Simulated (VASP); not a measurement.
**BaTiO3: relaxation of cell and atoms with PBEsol**

The system is BaTiO3.

```xyz
5
Lattice="3.9855 0.0000 0.0000 0.0000 4.0178 0.0000 0.0000 0.0117 4.0178" Properties=species:S:1:pos:R:3 pbc="T T T"
Ba    0.0000    0.0000    0.0000
Ti    1.9928    2.0647    2.0587
O     0.0000    1.9640    1.9583
O     1.9928    2.0415    3.9850
O     1.9928    3.9909    2.0300
```

```
Program                : VASP 6.6.1
Task                   : relaxation of cell and atoms
Functional             : PBEsol
Potentials or basis    : VASP PAW PBE potentials, release 64 (Ba_sv, Ti_sv, O)
Cutoff                 : 600 eV
k mesh                 : 4 × 4 × 4
Occupations            : gaussian, width 0.01 eV
Spin                   : no spin polarisation
Target pressure        : 10 GPa
Dipole correction      : no
Further INCAR settings : ALGO = Normal; EDIFF = 1e-06; IBRION = 2; EDIFFG = -0.01; NSW = 60; ISIF = 3
```

The relaxed volume is 12.07 Å³/atom, the relaxed cell is a = 3.910 Å, b = 3.928 Å, c = 3.928 Å, α = 89.96°, β = 90.00°, γ = 90.00° and the space group after relaxing (to 0.1 Å) is Amm2 (No. 38). The energy change on relaxing (the run minimises the enthalpy) is +15.0 meV/atom and the ionic steps are 12. The pressure after relaxing is 10.0 GPa and the largest force after relaxing is 0.007 eV/Å. The band gap on the k mesh is 1.94 eV (least direct gap 2.10 eV).

Forces in eV/Å, atoms in the order of the input:
```
Ba   0.000 -0.005 -0.005
Ti   0.000  0.001  0.001
O    0.000 -0.001 -0.001
O    0.000 -0.001  0.006
O    0.000  0.006 -0.001
```

Step by step:
```
step  energy change (eV)  largest force (eV/Å)  pressure (GPa)  volume (Å³)
   1              0.0000                0.3071           -2.24        64.34
   2              0.6972                0.8543           32.23        55.61
   3              0.0782                0.2692            9.77        60.48
   4              0.0829                0.2737           10.04        60.41
   5              0.0804                0.1555           10.05        60.34
   6              0.0827                0.1536           10.12        60.26
   7              0.0764                0.0933            9.97        60.32
   8              0.0734                0.0518            9.85        60.36
   9              0.0797                0.0188           10.28        60.25
  10              0.0792                0.0205           10.25        60.26
  11              0.0701                0.0143            9.74        60.40
  12              0.0748                0.0075            9.99        60.33
```

Final structure:
```
CELL_PARAMETERS angstrom
3.91028 0.00000 0.00000
0.00000 3.92785 -0.00421
0.00000 0.00720 3.92784
ATOMIC_POSITIONS crystal
Ba 0.00000 0.00310 0.00310
Ti 0.50000 0.51199 0.51199
O 0.00000 0.49431 0.49431
O 0.50000 0.49500 0.99249
O 0.50000 0.99249 0.49500
```

Levels at points of the mesh, in eV from the valence-band top:
```csv
k point,band 16,band 17,band 18,band 19,band 20,band 21,band 22,band 23,band 24
"(0.00, 0.00, 0.00)",-1.29,-1.22,-0.22,-0.21,-0.16,1.94,2.02,2.07,4.50
"(0.50, 0.00, 0.00)",-2.17,-1.90,-1.82,-0.88,-0.81,2.24,3.84,3.90,4.51
"(0.00, 0.50, 0.00)",-2.09,-1.94,-1.87,-0.79,-0.73,2.16,3.86,3.88,4.50
"(0.50, 0.50, 0.00)",-2.96,-1.69,-0.86,-0.85,-0.10,3.89,3.89,4.30,5.33
"(0.00, 0.50, 0.50)",-2.98,-1.68,-0.85,-0.83,-0.15,3.88,3.89,4.28,5.41
"(0.50, 0.50, 0.50)",-2.37,-2.36,-0.05,-0.01,0.00,4.58,4.59,4.63,6.90
```

Wall time 5.8 min on 1 thread of Intel Xeon 8259CL, on a shared host, peak memory 0.23 GiB.

Caveat: the cell is relaxed towards a set pressure, so the run minimises the enthalpy, not the energy; the PAW data sets were made with another functional, which shifts forces and pressure a little; spin-orbit coupling is left out, which moves the levels of the heavy elements. A k mesh can miss the band edges.
